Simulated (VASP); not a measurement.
# SnO2 (R3m) in VASP: single point with LDA

Aim: the single point of SnO2 with LDA.

Program: VASP 6.6.1. These are calculated values, not measurements. Logs are shortened: lines on timing, memory, paths and dates and some standing lists are left out, and cuts for length are marked.

## (1) The cell of the first run

Symmetry: R3m, No. 160, trigonal system. The conventional cell has a = 6.416 Å, b = 6.416 Å, c = 12.244 Å, α = 90.00°, β = 90.00°, γ = 120.00°. Within 2.7 Å of Sn (site symmetry 3m) lie 6 O at 2.06 to 2.12 Å. Within 2.8 Å of Sn (site symmetry m) lie 6 O at 2.09 Å. O (site symmetry 3m) has 3 Sn at 2.09 Å and 6 O at 2.67 to 2.84 Å within 2.9 Å. O (site symmetry m) has 3 Sn at 2.09 to 2.12 Å and 6 O at 2.67 to 2.84 Å within 2.9 Å. Within 2.9 Å of O (site symmetry 3m) lie 3 Sn at 2.09 Å and 6 O at 2.67 to 2.84 Å. Within 2.7 Å of O (site symmetry m) lie 3 Sn at 2.06 to 2.09 Å and 3 O at 2.67 Å.

## (2) Single point, LDA (atom 1 (Sn) moved -0.060 Å along Cartesian [0 0 1])

Input file INCAR:

```
SYSTEM = SnO2
  PREC = Accurate
  ENCUT = 520
  EDIFF = 1E-6
  ISMEAR = 0
  SIGMA = 0.05
  LREAL = .FALSE.
  LASPH = .TRUE.
  NELM = 80
  ALGO = Normal
  ISIF = 2
  LWAVE = .FALSE.
  LCHARG = .FALSE.
  GGA = CA
  NBANDS = 64
```

Input file KPOINTS:

```
Automatic mesh
0
G
  6 6 6
  0 0 0
```

Input file POSCAR:

```
SnO2
1.0
   -3.2078313831     -1.8520423126      4.0813809037
    3.2078313831     -1.8520423126      4.0813809037
    0.0000000000      3.7040846251      4.0813809037
Sn O
4 8
Direct
    0.4950996978      0.4950996978      0.4950996978
    1.0000000000      1.0000000000      0.5000000000
    1.0000000000      0.5000000000      0.0000000000
    0.5000000000      1.0000000000      0.0000000000
    0.2451905456      0.2451905456      0.2451905456
    0.7451905456      0.7451905456      0.2451905456
    0.7451905456      0.2451905456      0.7451905456
    0.2451905456      0.7451905456      0.7451905456
    0.7548094544      0.7548094544      0.7548094544
    0.2548094544      0.2548094544      0.7548094544
    0.2548094544      0.7548094544      0.2548094544
    0.7548094544      0.2548094544      0.2548094544
```

Potentials or basis: VASP PAW LDA potentials, release 64 (Sn_d, O).

Started as:

```sh
cat potpaw_LDA.64/Sn_d/POTCAR potpaw_LDA.64/O/POTCAR > POTCAR
mpirun -np 1 vasp_std > vasp.out
```

OUTCAR:

```text
SYSTEM = SnO2
   PREC = Accurate
   ENCUT = 520
   EDIFF = 1E-6
   ISMEAR = 0
   LREAL = .FALSE.
   LASPH = .TRUE.
   NELM = 80
   ISIF = 2
   GGA = CA

 ion  position               nearest neighbor table
   1  0.495  0.495  0.495-  11 2.06  12 2.06  10 2.06   8 2.12   7 2.12   6 2.12   2 3.21   2 3.21
                             3 3.21   4 3.21   3 3.21   4 3.21
   2  0.000  0.000  0.500-   7 2.09   8 2.09  11 2.09  12 2.09   5 2.09   9 2.09   3 3.21   4 3.21
                             3 3.21   4 3.21   1 3.21   1 3.21
   3  0.000  0.500  0.000-   5 2.09   6 2.09   9 2.09  10 2.09   8 2.09  12 2.09   4 3.21   4 3.21
                             2 3.21   2 3.21   1 3.21   1 3.21
   4  0.500  0.000  0.000-   5 2.09   6 2.09   9 2.09  10 2.09   7 2.09  11 2.09   3 3.21   3 3.21
                             2 3.21   2 3.21   1 3.21   1 3.21
   5  0.245  0.245  0.245-   3 2.09   4 2.09   2 2.09
   6  0.745  0.745  0.245-   3 2.09   4 2.09   1 2.12
   7  0.745  0.245  0.745-   2 2.09   4 2.09   1 2.12
   8  0.245  0.745  0.745-   2 2.09   3 2.09   1 2.12
   9  0.755  0.755  0.755-   3 2.09   4 2.09   2 2.09
  10  0.255  0.255  0.755-   1 2.06   3 2.09   4 2.09
  11  0.255  0.755  0.255-   1 2.06   2 2.09   4 2.09
  12  0.755  0.255  0.255-   1 2.06   2 2.09   3 2.09

  LATTYP: Found a trigonal (rhomboedric) cell.
 ALAT       =     5.5116161869
 COS(alpha) =     0.3225221110

  Lattice vectors:

 A1 = (  -3.2078313831,  -1.8520423126,   4.0813809037)
 A2 = (   3.2078313831,  -1.8520423126,   4.0813809037)
 A3 = (   0.0000000000,   3.7040846251,   4.0813809037)

Analysis of symmetry for initial positions (statically):
=====================================================================
 Subroutine PRICEL returns:
 Original cell was already a primitive cell.

 Routine SETGRP: Setting up the symmetry group for a
 trigonal (rhombohedral) supercell.

 Subroutine GETGRP returns: Found  6 space group operations
 (whereof  6 operations were pure point group operations)
 out of a pool of 12 trial point group operations.

The static configuration has the point symmetry C_3v.

Analysis of symmetry for dynamics (positions and initial velocities):
=====================================================================
 Subroutine PRICEL returns:
 Original cell was already a primitive cell.

 Routine SETGRP: Setting up the symmetry group for a
 trigonal (rhombohedral) supercell.

 Subroutine GETGRP returns: Found  6 space group operations
 (whereof  6 operations were pure point group operations)
 out of a pool of 12 trial point group operations.

The dynamic configuration has the point symmetry C_3v.

 Subroutine INISYM returns: Found  6 space group operations
 (whereof  6 operations are pure point group operations),
 and found     1 'primitive' translations

----------------------------------------------------------------------------------------

                                     Primitive cell

  volume of cell :     145.4859

  direct lattice vectors                    reciprocal lattice vectors
    -3.207831383 -1.852042313  4.081380904    -0.155868542 -0.089990745  0.081671704
     3.207831383 -1.852042313  4.081380904     0.155868542 -0.089990745  0.081671704
     0.000000000  3.704084625  4.081380904     0.000000000  0.179981489  0.081671704

  length of vectors
     5.511616187  5.511616187  5.511616187     0.197645146  0.197645146  0.197645146

  position of ions in fractional coordinates (direct lattice)
     0.495099698  0.495099698  0.495099698
     0.000000000  0.000000000  0.500000000
     0.000000000  0.500000000  0.000000000
     0.500000000  0.000000000  0.000000000
     0.245190546  0.245190546  0.245190546
     0.745190546  0.745190546  0.245190546
     0.745190546  0.245190546  0.745190546
     0.245190546  0.745190546  0.745190546
     0.754809454  0.754809454  0.754809454
     0.254809454  0.254809454  0.754809454
     0.254809454  0.754809454  0.254809454
     0.754809454  0.254809454  0.254809454

  ion indices of the primitive-cell ions
   primitive index   ion index
                 1           1
                 2           2
                 3           3
                 4           4
                 5           5
                 6           6
                 7           7
                 8           8
                 9           9
                10          10
                11          11
                12          12

----------------------------------------------------------------------------------------

 KPOINTS: Automatic mesh

Automatic generation of k-mesh.
 Grid dimensions read from file:
 generate k-points for:    6    6    6

 Generating k-lattice:

  Cartesian coordinates                     Fractional coordinates (reciprocal lattice)
    -0.025978090 -0.014998457  0.013611951     0.166666667 -0.000000000 -0.000000000
     0.025978090 -0.014998457  0.013611951    -0.000000000  0.166666667 -0.000000000
     0.000000000  0.029996915  0.013611951    -0.000000000 -0.000000000  0.166666667

  Length of vectors
     0.032940858  0.032940858  0.032940858

  Shift w.r.t. Gamma in fractional coordinates (k-lattice)
     0.000000000  0.000000000  0.000000000

 Subroutine IBZKPT returns following result:
 ===========================================

 Found     32 irreducible k-points:

 Following reciprocal coordinates:
            Coordinates               Weight
  0.000000  0.000000  0.000000      1.000000
  0.166667 -0.000000  0.000000      6.000000
  0.333333 -0.000000  0.000000      6.000000
  0.500000 -0.000000  0.000000      3.000000
  0.166667  0.166667 -0.000000      6.000000
  0.333333  0.166667  0.000000     12.000000
[... 16 lines left out ...]
  0.500000  0.500000  0.166667      6.000000
 -0.333333  0.500000  0.166667     12.000000
 [... further k-points ...]
   k-points           NKPTS =     32   k-points in BZ     NKDIM =     32   number of bands    NBANDS=     64
   number of dos      NEDOS =    301   number of ions     NIONS =     12
   total plane-waves  NPLWV =  74088
   dimension x,y,z NGX =    42 NGY =   42 NGZ =   42
   dimension x,y,z NGXF=    84 NGYF=   84 NGZF=   84
   ions per type =               4   8
   NGX,Y,Z   is equivalent  to a cutoff of  12.67, 12.67, 12.67 a.u.
   NGXF,Y,Z  is equivalent  to a cutoff of  25.34, 25.34, 25.34 a.u.
 SYSTEM =  SnO2
   PREC   = accura    normal or accurate (medium, high low for compatibility)
   ISTART =      0    job   : 0-new  1-cont  2-samecut
   ICHARG =      2    charge: 1-file 2-atom 10-const
   ISPIN  =      1    spin polarized calculation?
   LNONCOLLINEAR =      F non collinear calculations
   LSORBIT =      F    spin-orbit coupling
   LASPH  =      T    aspherical Exc in radial PAW
   ENCUT  =  520.0 eV  38.22 Ry    6.18 a.u.  10.25 10.25 10.25*2*pi/ulx,y,z
   NELM   =     80;   NELMIN=  2; NELMDL= -5     # of ELM steps
   EDIFF  = 0.1E-05   stopping-criterion for ELM
   LREAL  =      F    real-space projection
   EDIFFG = 0.1E-04   stopping-criterion for IOM
   NSW    =      0    number of steps for IOM
   IBRION =     -1    ionic relax: 0-MD 1-quasi-New 2-CG
   NFREE  =      0    steps in history (QN), initial steepest desc. (CG)
   ISIF   =      2    stress and relaxation
   ISYM   =      2    0-nonsym 1-usesym 2-fastsym
   POTIM  = 0.5000    time-step for ionic-motion
   TEBEG  =    0.0;   TEEND  =   0.0 temperature during run
   PSTRESS=    0.0 pullay stress
   NELECT =     104.0000    total number of electrons
   NUPDOWN=      -1.0000    fix difference up-down
   EMIN   =  10.00;   EMAX   =-10.00  energy-range for DOS
   EFERMI =   0.00;   METHOD = LEGACY
   ISMEAR =     0;   SIGMA  =   0.05  broadening in eV -4-tet -1-fermi 0-gaus
   EFERMI_NEDOS =   21; number of points for ismear=-14 and -15
   IALGO  =     38    algorithm
   IMIX   =      4    mixing-type and parameters
     AMIX     =   0.40;   BMIX     =  1.00
     AMIX_MAG =   1.60;   BMIX_MAG =  1.00
  volume/ion in A,a.u.               =      12.12        81.82
  Fermi-wavevector in a.u.,A,eV,Ry     =   1.463791  2.766163 29.152978  2.142683
  Thomas-Fermi vector in A             =   2.579844
   LORBIT       =      0    0 simple, 1 ext, 2 COOP (PROOUT), +10 PAW based schemes
   GGA     = CA    functional components
   LHFCALC =     F    Hartree Fock is set to
   AEXX    =    0.0000 exact exchange contribution
   IVDW    =     0    specifies the selected vdW correction
   LEPSILON=     F    determine dielectric tensor
   LRPA    =     F    only Hartree local field effects (RPA)
 non-spin polarized calculation
 Gauss-broadening in eV      SIGMA  =   0.05
  energy-cutoff  :      520.00
  volume of cell :      145.49
 maximum number of plane-waves:      3946
 NGX is ok and might be reduce to    42
   NGX = 21   NGY = 21   NGZ = 21

 number of electron     104.0000020 magnetization

 Free energy of the ion-electron system (eV)
  ---------------------------------------------------
  ext. energy  EPLUGINS =         0.00000000
  ---------------------------------------------------
  free energy    TOTEN  =       -82.22200774 eV

  energy without entropy =      -82.22200774  energy(sigma->0) =      -82.22200774

 E-fermi :   5.8009     XC(G=0): -11.6871

 val. band max:        5.5579015916   @ k =   0.0000   0.0000   0.0000
 cond. band min:       7.0697009198   @ k =   0.0000   0.0000   0.0000
 fundamental gap:      1.5117993282
 Fermi energy:         5.8009130408

 k-point     1 :       0.0000    0.0000    0.0000
  band No.  band energies     occupation
      1     -15.3575      2.00000
      2     -15.3575      2.00000
      3     -15.3556      2.00000
      4     -14.7787      2.00000
      5     -14.4683      2.00000
      6     -14.4683      2.00000
[... 56 lines left out ...]
     63      16.3247      0.00000
     64      16.3462      0.00000

 k-point     2 :       0.1667   -0.0000    0.0000
  band No.  band energies     occupation
      1     -15.3159      2.00000
      2     -15.3151      2.00000
      3     -15.3075      2.00000
      4     -14.7407      2.00000
      5     -14.5288      2.00000
      6     -14.4527      2.00000
[... 1530 lines left out ...]
     63      15.0663      0.00000
     64      15.2332      0.00000

 [... further k-points ...]
[... 5 lines left out ...]
  --------------------------------------------------------------------------------------
  -------------------------------------------------------------------------------------
  Total        1.2695402      1.2695402      0.2091279      0.0000000     -0.0000000      0.0000000
  in kB       13.9809354     13.9809354      2.3030416      0.0000000     -0.0000000      0.0000000
  external PRESSURE =      10.0883041 kB  Pullay stress =       0.0000000 kB

 VOLUME and BASIS-vectors are now :
 -----------------------------------------------------------------------------
  energy-cutoff  :      520.00
  volume of cell :      145.49
      direct lattice vectors                 reciprocal lattice vectors
    -3.207831383 -1.852042313  4.081380904    -0.155868542 -0.089990745  0.081671704
     3.207831383 -1.852042313  4.081380904     0.155868542 -0.089990745  0.081671704
     0.000000000  3.704084625  4.081380904     0.000000000  0.179981489  0.081671704

 POSITION                                       TOTAL-FORCE (eV/Angst)
 -----------------------------------------------------------------------------------
      0.00000     -0.00000      6.06207         0.000000     -0.000000      0.659972
      0.00000      1.85204      2.04069         0.000000      0.222350      0.091935
      1.60392     -0.92602      2.04069         0.192561     -0.111175      0.091935
     -1.60392     -0.92602      2.04069        -0.192561     -0.111175      0.091935
      0.00000     -0.00000      3.00215         0.000000     -0.000000      0.065696
      0.00000     -1.85204      7.08353         0.000000      0.149299     -0.088453
     -1.60392      0.92602      7.08353         0.129297     -0.074650     -0.088453
      1.60392      0.92602      7.08353        -0.129297     -0.074650     -0.088453
      0.00000     -0.00000      9.24199         0.000000      0.000000     -0.072894
      0.00000      1.85204      5.16061         0.000000      0.180548     -0.221073
      1.60392     -0.92602      5.16061         0.156359     -0.090274     -0.221073
     -1.60392     -0.92602      5.16061        -0.156359     -0.090274     -0.221073
 -----------------------------------------------------------------------------------
    total drift:                                0.000000     -0.000000      0.000605

  FREE ENERGIE OF THE ION-ELECTRON SYSTEM (eV)
  ---------------------------------------------------
  free  energy   TOTEN  =       -82.2220077372 eV

  energy  without entropy=      -82.2220077372  energy(sigma->0) =      -82.22200774
```

It took 11 min on 1 thread of Intel Xeon 8259CL, shared host; peak memory 0.35 GiB.

Results:

```yaml
Free_energy: -82.2220 eV
Pressure: 1.0 GPa
Largest_force: 0.660 eV/Å
Band_gap_on_the_k_mesh: 1.51 eV
```

Forces on the atoms (eV/Å):
```
Sn   0.000  0.000  0.660
Sn   0.000  0.222  0.092
Sn   0.193 -0.111  0.092
Sn  -0.193 -0.111  0.092
O    0.000  0.000  0.066
O    0.000  0.149 -0.088
O    0.129 -0.075 -0.088
O   -0.129 -0.075 -0.088
O    0.000  0.000 -0.073
O    0.000  0.181 -0.221
O    0.156 -0.090 -0.221
O   -0.156 -0.090 -0.221
```

Stress tensor (GPa, compression positive):
```
1.40 0.00 0.00
0.00 1.40 0.00
0.00 0.00 0.23
```

Caveat: the cell differs from its parent crystal (atom 1 (Sn) moved -0.060 Å along Cartesian [0 0 1]); spin-orbit coupling is left out, which moves the levels of the heavy elements.
